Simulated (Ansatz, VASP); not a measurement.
# HfO2 in VASP and in Ansatz

POSCAR

```
HfO2
1.0
    0.0000000000      2.5575019374      2.5575019374
    2.5575019374      0.0000000000      2.5575019374
    2.5575019374      2.5575019374      0.0000000000
Hf O
1 2
Direct
    0.0000000000      0.0000000000      0.0000000000
    0.2500000000      0.2500000000      0.2500000000
    0.7500000000      0.7500000000      0.7500000000
```

INCAR.step1

```
SYSTEM = HfO2
  PREC = Accurate
  ENCUT = 520
  EDIFF = 1E-5
  ISMEAR = 0
  SIGMA = 0.05
  LREAL = .FALSE.
  LASPH = .TRUE.
  NELM = 80
  ALGO = Normal
  ISIF = 2
  LWAVE = .TRUE.
  LCHARG = .FALSE.
  GGA = PE
  NBANDS = 18
```

Contents of INCAR.step2:

```
SYSTEM = HfO2
  PREC = Accurate
  ENCUT = 520
  EDIFF = 1E-6
  ISMEAR = 0
  SIGMA = 0.05
  LREAL = .FALSE.
  LASPH = .TRUE.
  NELM = 80
  ALGO = Normal
  ISIF = 2
  LWAVE = .FALSE.
  LCHARG = .FALSE.
  GGA = PE
  LHFCALC = .TRUE.
  AEXX = 0.15
  HFSCREEN = 0.3
  PRECFOCK = Normal
  ISTART = 1
  NBANDS = 18
```

KPOINTS

```
regular mesh
0
G
  4 4 4
  0 0 0
```

Input for Ansatz:

```yaml
crystal:
  lattice:
    - [0.0, 2.5575019374, 2.5575019374]
    - [2.5575019374, 0.0, 2.5575019374]
    - [2.5575019374, 2.5575019374, 0.0]
  atoms:
    - { symbol: Hf, position: [0.0, 0.0, 0.0] }
    - { symbol: O, position: [0.25, 0.25, 0.25] }
    - { symbol: O, position: [0.75, 0.75, 0.75] }
basis:
  ecutwfc: 420
  ecutrho_ratio: 4
kpoints:
  mp_grid: { grid: [4, 4, 4] }
hamiltonian:
  xc: { preset: hse06, exx: { coeff: 0.15, omega: 0.3 } }
scf:
  occupations: { method: gaussian, width: 0.05 }
  n_extra_bands: 10
output:
  forces: true
  stress: true
  eigenvalues: true
  populations: true
  dos: { projected: true, de: 0.02 }
```

Alike in both runs: task single point; functional PBE-based screened hybrid with a share of 0.15 of exact exchange and HFSCREEN = 0.3; k mesh 4 × 4 × 4; occupations gaussian, width 0.05 eV; no spin polarisation.

|  | VASP | Ansatz |
| --- | --- | --- |
| version | VASP 6.6.1 | Ansatz 0.2.0 |
| potentials or method | VASP PAW PBE potentials, release 64 (Hf_pv, O), cutoff 520 eV | scalar-relativistic, plane waves, PAW |
| valence electrons in the cell | 22 | 38 |

```csv
,VASP,Ansatz,Ansatz less VASP
gap on the k mesh at the Fermi level (eV),4.48,4.51,+0.027
least direct gap on the mesh (eV),4.48,4.51,+0.027
pressure (GPa),-10.2,-6.2,+4.09
```

VASP's potentials were made for PBE, not for PBE-based screened hybrid. One of these differences is far larger than is usual between the two programs; its cause wasn't traced. VASP's potentials hold 22 valence electrons a cell and Ansatz's 38, so a difference there can come from the potentials and not from the codes. Ansatz's warnings: stress exchange threshold loose, stress scf threshold loose.

The k mesh is coarse, so the values compare programs but aren't converged. Neither program's run includes spin-orbit coupling.
